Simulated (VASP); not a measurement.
Wanted: the native input for a VASP 6.6.1 run.

- Task: single point
- Functional: PBE
- Potentials or basis: VASP PAW PBE potentials, release 64 (Pb_d, O)
- Cutoff: 520 eV
- k mesh: 8 × 8 × 10
- Occupations: gaussian, width 0.1 eV
- Spin: no spin polarisation
- Dipole correction: no
- Further INCAR settings: ALGO = Normal; EDIFF = 1e-06; NBANDS = 35

The structure of PbO2 lies in POSCAR:

```
PbO2
1.0
    4.8527997648      0.0000000000      0.0000000000
    0.0000000000      5.1386322117      0.0000000000
    0.0000000000      0.0000000000      3.4819123665
Pb O
2 4
Direct
    0.0000000000      0.0000000000      0.0000000000
    0.5000000000      0.5000000000      0.5000000000
    0.2910445809      0.3234568214      0.0000000000
    0.2089554191      0.8234568214      0.5000000000
    0.7089554191      0.6765431786      0.0000000000
    0.7910445809      0.1765431786      0.5000000000
```

This cell differs from its parent crystal: uniaxial strain along a: -4.5 %.

These files were run (other wordings do the same):

INCAR

```
SYSTEM = PbO2
PREC = Accurate
ENCUT = 520
EDIFF = 1E-6
ISMEAR = 0
SIGMA = 0.1
LREAL = .FALSE.
LASPH = .TRUE.
NELM = 80
ALGO = Normal
ISIF = 2
LWAVE = .FALSE.
LCHARG = .TRUE.
GGA = PE
LELF = .TRUE.
LVHAR = .TRUE.
NBANDS = 35
```

KPOINTS

```
regular mesh
0
G
  8 8 10
  0 0 0
```

Potentials or basis: VASP PAW PBE potentials, release 64 (Pb_d, O).

The run is started by

```console
$ cat potpaw_PBE.64/Pb_d/POTCAR potpaw_PBE.64/O/POTCAR > POTCAR
$ mpirun -np 1 vasp_std > vasp.out
```

It gave:

- Pressure: 2.0 GPa
- Largest force: 0.031 eV/Å
- Band gap on the k mesh: 0.18 eV (least direct gap 0.32 eV)

Caveat: the cell differs from its parent crystal (uniaxial strain along a: -4.5 %); spin-orbit coupling is left out, which moves the levels of the heavy elements.

Wall time 9.6 min on 1 thread of AMD EPYC 7R43 64-Core Processor (Zen 3), with other jobs on the host, peak memory 0.41 GiB.
